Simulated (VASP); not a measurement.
# Ta3Cu (I4/mmm) in VASP: further runs

The runs below take Ta3Cu through single point, with BLYP, PBEsol.

Program: VASP 6.6.1. These are calculated values, not measurements. Logs are shortened: lines on timing, memory, paths and dates and some standing lists are left out, and cuts for length are marked.

## Step 1: The cell of the first run

It takes space group I4/mmm (No. 139, tetragonal). Conventional cell: a = 4.013 Å, b = 4.013 Å, c = 8.416 Å, α = 90.00°, β = 90.00°, γ = 90.00°. Ta (site symmetry 4/mmm) has 4 Cu at 2.84 Å and 8 Ta at 2.91 Å within 3.7 Å. Within 3.7 Å of Ta (site symmetry -4m2) lie 8 Ta at 2.84 to 2.91 Å and 4 Cu at 2.91 Å. Within 3.7 Å of Cu (site symmetry 4/mmm) lie 12 Ta at 2.84 to 2.91 Å.

## Step 2: Single point, BLYP

File INCAR:

```
AGGAC = 1.0
AGGAX = 1.0
ALDAC = 0.0
ALDAX = 1.0
ALGO = Normal
EDIFF = 1E-6
ENCUT = 820
GGA = B5
GGA_COMPAT = False
ISIF = 2
ISMEAR = -1
LASPH = True
LCHARG = False
LREAL = False
LWAVE = False
NBANDS = 37
NELM = 120
PREC = Accurate
SIGMA = 0.05
```

File KPOINTS:

```
k-points
0
Gamma
  5 5 5
```

File POSCAR:

```
Ta3Cu
1.0
   -2.0065070000      2.0065070000      4.2081700000
    2.0065070000     -2.0065070000      4.2081700000
    2.0065070000      2.0065070000     -4.2081700000
Ta Cu
3 1
Direct
    0.5000000000      0.5000000000      0.0000000000
    0.2500000000      0.7500000000      0.5000000000
    0.7500000000      0.2500000000      0.5000000000
    0.0000000000      0.0000000000      0.0000000000
```

Potentials or basis: VASP PAW PBE potentials, release 64 (Ta_sv_GW, Cu_sv_GW).

Run with:

```
cat potpaw_PBE.64/Ta_sv_GW/POTCAR potpaw_PBE.64/Cu_sv_GW/POTCAR > POTCAR
mpirun -np 1 vasp_std > vasp.out
```

OUTCAR:

```text
EDIFF = 1E-6
   ENCUT = 820
   GGA = B5
   ISIF = 2
   ISMEAR = -1
   LASPH = True
   LREAL = False
   NELM = 120
   PREC = Accurate

 ion  position               nearest neighbor table
   1  0.500  0.500  0.000-   4 2.84   4 2.84   4 2.84   4 2.84   3 2.91   2 2.91   3 2.91   3 2.91
                             2 2.91   2 2.91   3 2.91   2 2.91
   2  0.250  0.750  0.500-   3 2.84   3 2.84   3 2.84   3 2.84   4 2.91   1 2.91   4 2.91   1 2.91
                             4 2.91   4 2.91   1 2.91   1 2.91
   3  0.750  0.250  0.500-   2 2.84   2 2.84   2 2.84   2 2.84   4 2.91   1 2.91   4 2.91   4 2.91
                             1 2.91   1 2.91   4 2.91   1 2.91
   4  0.000  0.000  0.000-   1 2.84   1 2.84   1 2.84   1 2.84   3 2.91   2 2.91   3 2.91   2 2.91
                             3 2.91   3 2.91   2 2.91   2 2.91

  LATTYP: Found a body centered tetragonal cell.
 ALAT       =     4.0130140000
 C/A-ratio  =     2.0972615595

  Lattice vectors:

 A1 = (  -2.0065070000,   2.0065070000,   4.2081700000)
 A2 = (   2.0065070000,  -2.0065070000,   4.2081700000)
 A3 = (   2.0065070000,   2.0065070000,  -4.2081700000)

Analysis of symmetry for initial positions (statically):
=====================================================================
 Subroutine PRICEL returns:
 Original cell was already a primitive cell.

 Routine SETGRP: Setting up the symmetry group for a
 body centered tetragonal supercell.

 Subroutine GETGRP returns: Found 16 space group operations
 (whereof 16 operations were pure point group operations)
 out of a pool of 16 trial point group operations.

The static configuration has the point symmetry D_4h.

Analysis of symmetry for dynamics (positions and initial velocities):
=====================================================================
 Subroutine PRICEL returns:
 Original cell was already a primitive cell.

 Routine SETGRP: Setting up the symmetry group for a
 body centered tetragonal supercell.

 Subroutine GETGRP returns: Found 16 space group operations
 (whereof 16 operations were pure point group operations)
 out of a pool of 16 trial point group operations.

The dynamic configuration has the point symmetry D_4h.

 Subroutine INISYM returns: Found 16 space group operations
 (whereof 16 operations are pure point group operations),
 and found     1 'primitive' translations

----------------------------------------------------------------------------------------

[... 88 lines left out ...]
   NELM   =    120;   NELMIN=  2; NELMDL= -5     # of ELM steps
   EDIFF  = 0.1E-05   stopping-criterion for ELM
   LREAL  =      F    real-space projection
   EDIFFG = 0.1E-04   stopping-criterion for IOM
   NSW    =      0    number of steps for IOM
   IBRION =     -1    ionic relax: 0-MD 1-quasi-New 2-CG
   NFREE  =      0    steps in history (QN), initial steepest desc. (CG)
   ISIF   =      2    stress and relaxation
   ISYM   =      2    0-nonsym 1-usesym 2-fastsym
   POTIM  = 0.5000    time-step for ionic-motion
   TEBEG  =    0.0;   TEEND  =   0.0 temperature during run
   PSTRESS=    0.0 pullay stress
   NELECT =      58.0000    total number of electrons
   NUPDOWN=      -1.0000    fix difference up-down
   EMIN   =  10.00;   EMAX   =-10.00  energy-range for DOS
   EFERMI =   0.00;   METHOD = LEGACY
   ISMEAR =    -1;   SIGMA  =   0.05  broadening in eV -4-tet -1-fermi 0-gaus
   EFERMI_NEDOS =   21; number of points for ismear=-14 and -15
   IALGO  =     38    algorithm
   IMIX   =      4    mixing-type and parameters
     AMIX     =   0.40;   BMIX     =  1.00
     AMIX_MAG =   1.60;   BMIX_MAG =  1.00
  volume/ion in A,a.u.               =      16.94       114.33
  Fermi-wavevector in a.u.,A,eV,Ry     =   1.554316  2.937231 32.870286  2.415898
  Thomas-Fermi vector in A             =   2.658420
   LORBIT       =      0    0 simple, 1 ext, 2 COOP (PROOUT), +10 PAW based schemes
   GGA     = B5    functional components
   LHFCALC =     F    Hartree Fock is set to
   AEXX    =    0.0000 exact exchange contribution
   IVDW    =     0    specifies the selected vdW correction
   LEPSILON=     F    determine dielectric tensor
   LRPA    =     F    only Hartree local field effects (RPA)
 non-spin polarized calculation
  energy-cutoff  :      820.00
  volume of cell :       67.77
 maximum number of plane-waves:      3640
   NGX = 23   NGY = 23   NGZ = 23

 number of electron      58.0000004 magnetization

 Free energy of the ion-electron system (eV)
  ---------------------------------------------------
  ext. energy  EPLUGINS =         0.00000000
  ---------------------------------------------------
  free energy    TOTEN  =       -40.81257105 eV

  energy without entropy =      -40.78862947  energy(sigma->0) =      -40.80060026

 E-fermi :  10.5856     XC(G=0): -12.3209

 val. band max:       10.5019411556   @ k =  -0.4000   0.4000   0.0000
 cond. band min:      10.6134483947   @ k =   0.2000   0.0000   0.0000
 fundamental gap:      0.1115072391
 Fermi energy:        10.5856370768

 k-point     1 :       0.0000    0.0000    0.0000
  band No.  band energies     occupation
      1    -102.0058      2.00000
      2     -59.6613      2.00000
      3     -59.6613      2.00000
      4     -59.6296      2.00000
      5     -56.8912      2.00000
      6     -56.7670      2.00000
[... 709 lines left out ...]
     36      15.6613      0.00000
     37      16.1816      0.00000

------------------------ aborting loop because EDIFF is reached ----------------------------------------

  FORCE on cell =-STRESS in cart. coord.  units (eV):
  Direction    XX          YY          ZZ          XY          YZ          ZX
  --------------------------------------------------------------------------------------
  -------------------------------------------------------------------------------------
  Total        2.9909157      2.9909157      2.3091245      0.0000000      0.0000000      0.0000000
  in kB       70.7098851     70.7098851     54.5912838      0.0000000      0.0000000      0.0000000
  external PRESSURE =      65.3370180 kB  Pullay stress =       0.0000000 kB

 VOLUME and BASIS-vectors are now :
 -----------------------------------------------------------------------------
  energy-cutoff  :      820.00
  volume of cell :       67.77
      direct lattice vectors                 reciprocal lattice vectors
    -2.006507000  2.006507000  4.208170000     0.000000000  0.249189263  0.118816493
     2.006507000 -2.006507000  4.208170000     0.249189263  0.000000000  0.118816493
     2.006507000  2.006507000 -4.208170000     0.249189263  0.249189263  0.000000000

 POSITION                                       TOTAL-FORCE (eV/Angst)
 -----------------------------------------------------------------------------------
      0.00000      0.00000      4.20817        -0.000000      0.000000     -0.000000
      2.00651      0.00000      2.10408         0.000000     -0.000000      0.000000
      0.00000      2.00651      2.10408        -0.000000      0.000000      0.000000
      0.00000      0.00000      0.00000        -0.000000      0.000000     -0.000000
 -----------------------------------------------------------------------------------
    total drift:                                0.000000     -0.000000      0.000000

  FREE ENERGIE OF THE ION-ELECTRON SYSTEM (eV)
  ---------------------------------------------------
  free  energy   TOTEN  =       -40.8125710543 eV

  energy  without entropy=      -40.7886294748  energy(sigma->0) =      -40.80060026
```

Wall time 3.8 min (1 thread of Intel Xeon 6975P-C (Granite Rapids), shared host); peak memory 0.38 GiB.

What came out:

```yaml
Free_energy: -40.8126 eV
Pressure: 6.5 GPa
Band_gap_on_the_k_mesh: zero (bands 29 and 30 overlap by 0.93 eV)
```

Caveat: the cell stands under pressure; the PAW data sets were made with another functional, which shifts forces and pressure a little; spin-orbit coupling is left out, which moves the levels of the heavy elements.

## Step 3: Single point, PBEsol

This run uses another cell than the first one, of 14.99 Å³/atom.

File INCAR:

```
SYSTEM = Ta3Cu
PREC     = Accurate       ! precision mode
ENCUT    = 520            ! plane-wave cutoff, eV
EDIFF    = 1E-6           ! SCF threshold, eV
ISMEAR   = -1             ! smearing method
SIGMA    = 0.05           ! smearing width, eV
LREAL    = .FALSE.        ! projectors in reciprocal space
LASPH    = .TRUE.         ! aspherical terms in the spheres
NELM     = 100            ! most SCF steps
ALGO     = Normal         ! electronic algorithm
ISIF     = 2              ! what is computed and relaxed
LWAVE    = .FALSE.        ! write WAVECAR
LCHARG   = .FALSE.        ! write CHGCAR
GGA      = PS             ! functional
NBANDS   = 30             ! bands
```

File KPOINTS:

```
Automatic mesh
0
G
  9 9 9
  0 0 0
```

File POSCAR:

```
Ta3Cu
1.0
   -1.9383256017      1.9383256017      3.9901543849
    1.9383256017     -1.9383256017      3.9901543849
    1.9383256017      1.9383256017     -3.9901543849
Ta Cu
3 1
Direct
    0.5000000000      0.5000000000      0.0000000000
    0.2500000000      0.7500000000      0.5000000000
    0.7500000000      0.2500000000      0.5000000000
    0.0000000000      0.0000000000      0.0000000000
```

Potentials or basis: VASP PAW PBE potentials, release 64 (Ta_pv, Cu).

Run with:

```
cat potpaw_PBE.64/Ta_pv/POTCAR potpaw_PBE.64/Cu/POTCAR > POTCAR
mpirun -np 1 vasp_std > vasp.out
```

OUTCAR:

```text
SYSTEM = Ta3Cu
   PREC = Accurate
   ENCUT = 520
   EDIFF = 1E-6
   ISMEAR = -1
   LREAL = .FALSE.
   LASPH = .TRUE.
   NELM = 100
   ISIF = 2
   GGA = PS

 ion  position               nearest neighbor table
   1  0.500  0.500  0.000-   4 2.74   4 2.74   4 2.74   4 2.74   3 2.78   2 2.78   3 2.78   3 2.78
                             2 2.78   2 2.78   3 2.78   2 2.78
   2  0.250  0.750  0.500-   3 2.74   3 2.74   3 2.74   3 2.74   4 2.78   1 2.78   4 2.78   1 2.78
                             4 2.78   4 2.78   1 2.78   1 2.78
   3  0.750  0.250  0.500-   2 2.74   2 2.74   2 2.74   2 2.74   4 2.78   1 2.78   4 2.78   4 2.78
                             1 2.78   1 2.78   4 2.78   1 2.78
   4  0.000  0.000  0.000-   1 2.74   1 2.74   1 2.74   1 2.74   3 2.78   2 2.78   3 2.78   2 2.78
                             3 2.78   3 2.78   2 2.78   2 2.78

  LATTYP: Found a body centered tetragonal cell.
 ALAT       =     3.8766512034
 C/A-ratio  =     2.0585573349

  Lattice vectors:

 A1 = (  -1.9383256017,   1.9383256017,   3.9901543849)
 A2 = (   1.9383256017,  -1.9383256017,   3.9901543849)
 A3 = (   1.9383256017,   1.9383256017,  -3.9901543849)

Analysis of symmetry for initial positions (statically):
=====================================================================
 Subroutine PRICEL returns:
 Original cell was already a primitive cell.

 Routine SETGRP: Setting up the symmetry group for a
 body centered tetragonal supercell.

 Subroutine GETGRP returns: Found 16 space group operations
 (whereof 16 operations were pure point group operations)
 out of a pool of 16 trial point group operations.

The static configuration has the point symmetry D_4h.

Analysis of symmetry for dynamics (positions and initial velocities):
=====================================================================
 Subroutine PRICEL returns:
 Original cell was already a primitive cell.

 Routine SETGRP: Setting up the symmetry group for a
 body centered tetragonal supercell.

 Subroutine GETGRP returns: Found 16 space group operations
 (whereof 16 operations were pure point group operations)
 out of a pool of 16 trial point group operations.

The dynamic configuration has the point symmetry D_4h.

 Subroutine INISYM returns: Found 16 space group operations
 (whereof 16 operations are pure point group operations),
 and found     1 'primitive' translations

----------------------------------------------------------------------------------------

                                     Primitive cell

  volume of cell :      59.9657

  direct lattice vectors                    reciprocal lattice vectors
    -1.938325602  1.938325602  3.990154385     0.000000000  0.257954597  0.125308435
     1.938325602 -1.938325602  3.990154385     0.257954597  0.000000000  0.125308435
     1.938325602  1.938325602 -3.990154385     0.257954597  0.257954597  0.000000000

  length of vectors
     4.841027194  4.841027194  4.841027194     0.286780017  0.286780017  0.364802890

  position of ions in fractional coordinates (direct lattice)
     0.500000000  0.500000000  0.000000000
     0.250000000  0.750000000  0.500000000
     0.750000000  0.250000000  0.500000000
     0.000000000  0.000000000  0.000000000

[... 29 lines left out ...]
 ===========================================

 Found     75 irreducible k-points:

 Following reciprocal coordinates:
            Coordinates               Weight
  0.000000  0.000000  0.000000      1.000000
  0.111111  0.000000  0.000000      8.000000
  0.222222 -0.000000  0.000000      8.000000
  0.333333  0.000000  0.000000      8.000000
  0.444444 -0.000000  0.000000      8.000000
  0.111111  0.111111  0.000000      8.000000
[... 16 lines left out ...]
 -0.333333  0.333333  0.000000      4.000000
  0.444444  0.444444  0.000000      8.000000
 [... further k-points ...]
   k-points           NKPTS =     75   k-points in BZ     NKDIM =     75   number of bands    NBANDS=     30
   number of dos      NEDOS =    301   number of ions     NIONS =      4
   total plane-waves  NPLWV =  46656
   dimension x,y,z NGX =    36 NGY =   36 NGZ =   36
   dimension x,y,z NGXF=    72 NGYF=   72 NGZF=   72
   ions per type =               3   1
   NGX,Y,Z   is equivalent  to a cutoff of  12.36, 12.36, 12.36 a.u.
   NGXF,Y,Z  is equivalent  to a cutoff of  24.73, 24.73, 24.73 a.u.
 SYSTEM =  Ta3Cu
   PREC   = accura    normal or accurate (medium, high low for compatibility)
   ISTART =      0    job   : 0-new  1-cont  2-samecut
   ICHARG =      2    charge: 1-file 2-atom 10-const
   ISPIN  =      1    spin polarized calculation?
   LNONCOLLINEAR =      F non collinear calculations
   LSORBIT =      F    spin-orbit coupling
   LASPH  =      T    aspherical Exc in radial PAW
   ENCUT  =  520.0 eV  38.22 Ry    6.18 a.u.   9.00  9.00  9.00*2*pi/ulx,y,z
   NELM   =    100;   NELMIN=  2; NELMDL= -5     # of ELM steps
   EDIFF  = 0.1E-05   stopping-criterion for ELM
   LREAL  =      F    real-space projection
   EDIFFG = 0.1E-04   stopping-criterion for IOM
   NSW    =      0    number of steps for IOM
   IBRION =     -1    ionic relax: 0-MD 1-quasi-New 2-CG
   NFREE  =      0    steps in history (QN), initial steepest desc. (CG)
   ISIF   =      2    stress and relaxation
   ISYM   =      2    0-nonsym 1-usesym 2-fastsym
   POTIM  = 0.5000    time-step for ionic-motion
   TEBEG  =    0.0;   TEEND  =   0.0 temperature during run
   PSTRESS=    0.0 pullay stress
   NELECT =      44.0000    total number of electrons
   NUPDOWN=      -1.0000    fix difference up-down
   EMIN   =  10.00;   EMAX   =-10.00  energy-range for DOS
   EFERMI =   0.00;   METHOD = LEGACY
   ISMEAR =    -1;   SIGMA  =   0.05  broadening in eV -4-tet -1-fermi 0-gaus
   EFERMI_NEDOS =   21; number of points for ismear=-14 and -15
   IALGO  =     38    algorithm
   IMIX   =      4    mixing-type and parameters
     AMIX     =   0.40;   BMIX     =  1.00
     AMIX_MAG =   1.60;   BMIX_MAG =  1.00
  volume/ion in A,a.u.               =      14.99       101.17
  Fermi-wavevector in a.u.,A,eV,Ry     =   1.476583  2.790338 29.664766  2.180299
  Thomas-Fermi vector in A             =   2.591092
   LORBIT       =      0    0 simple, 1 ext, 2 COOP (PROOUT), +10 PAW based schemes
   GGA     = PS    functional components
   LHFCALC =     F    Hartree Fock is set to
   AEXX    =    0.0000 exact exchange contribution
   IVDW    =     0    specifies the selected vdW correction
   LEPSILON=     F    determine dielectric tensor
   LRPA    =     F    only Hartree local field effects (RPA)
 non-spin polarized calculation
  energy-cutoff  :      520.00
  volume of cell :       59.97
 maximum number of plane-waves:      1630
   NGX = 17   NGY = 17   NGZ = 17

 number of electron      44.0000007 magnetization

 Free energy of the ion-electron system (eV)
  ---------------------------------------------------
  ext. energy  EPLUGINS =         0.00000000
  ---------------------------------------------------
  free energy    TOTEN  =       -40.94990264 eV

  energy without entropy =      -40.91682487  energy(sigma->0) =      -40.93336375

 E-fermi :   6.9824     XC(G=0): -13.2555

 val. band max:        6.9819217182   @ k =  -0.2222   0.3333   0.1111
 cond. band min:       6.9861261458   @ k =  -0.1111   0.1111   0.0000
 fundamental gap:      0.0042044276
 Fermi energy:         6.9824051302

 k-point     1 :       0.0000    0.0000    0.0000
  band No.  band energies     occupation
      1     -27.6026      2.00000
      2     -27.3784      2.00000
      3     -27.3784      2.00000
      4     -26.9934      2.00000
      5     -26.9934      2.00000
      6     -26.8252      2.00000
[... 781 lines left out ...]
     29      11.4903      0.00000
     30      11.6665      0.00000

 [... further k-points ...]

------------------------ aborting loop because EDIFF is reached ----------------------------------------

  FORCE on cell =-STRESS in cart. coord.  units (eV):
  Direction    XX          YY          ZZ          XY          YZ          ZX
  --------------------------------------------------------------------------------------
  -------------------------------------------------------------------------------------
  Total        7.7764697      7.7764697      7.6946820      0.0000000     -0.0000000      0.0000000
  in kB      207.7733837    207.7733837    205.5881625      0.0000000     -0.0000000      0.0000000
  external PRESSURE =     207.0449766 kB  Pullay stress =       0.0000000 kB

 VOLUME and BASIS-vectors are now :
 -----------------------------------------------------------------------------
  energy-cutoff  :      520.00
  volume of cell :       59.97
      direct lattice vectors                 reciprocal lattice vectors
    -1.938325602  1.938325602  3.990154385     0.000000000  0.257954597  0.125308435
     1.938325602 -1.938325602  3.990154385     0.257954597  0.000000000  0.125308435
     1.938325602  1.938325602 -3.990154385     0.257954597  0.257954597  0.000000000

 POSITION                                       TOTAL-FORCE (eV/Angst)
 -----------------------------------------------------------------------------------
      0.00000      0.00000      3.99015        -0.000000      0.000000     -0.000000
      1.93833      0.00000      1.99508        -0.000000     -0.000000      0.000000
      0.00000      1.93833      1.99508         0.000000     -0.000000     -0.000000
      0.00000      0.00000      0.00000        -0.000000      0.000000     -0.000000
 -----------------------------------------------------------------------------------
    total drift:                               -0.000000      0.000000      0.000000

  FREE ENERGIE OF THE ION-ELECTRON SYSTEM (eV)
  ---------------------------------------------------
  free  energy   TOTEN  =       -40.9499026374 eV

  energy  without entropy=      -40.9168248668  energy(sigma->0) =      -40.93336375
```

Run time: 2.2 min. Hardware: 1 thread of AMD EPYC 9R45 (Zen 5), shared host; peak memory 0.25 GiB.

Results:

```yaml
Free_energy: -40.9499 eV
Pressure: 20.7 GPa
Band_gap_on_the_k_mesh: zero (bands 22 and 23 overlap by 1.63 eV)
```

Levels at points of the mesh, in eV from the Fermi level:
```
           k point  band 18  band 19  band 20  band 21  band 22  band 23  band 24  band 25  band 26  band 27
(0.00, 0.00, 0.00)    -2.17    -1.97    -1.97    -0.27    -0.27     0.05     2.61     2.77     2.91     3.18
```

Caveat: the cell stands under pressure; the PAW data sets were made with another functional, which shifts forces and pressure a little; spin-orbit coupling is left out, which moves the levels of the heavy elements.

The gap in the log of VASP goes by the Fermi energy; the results here count the filled bands.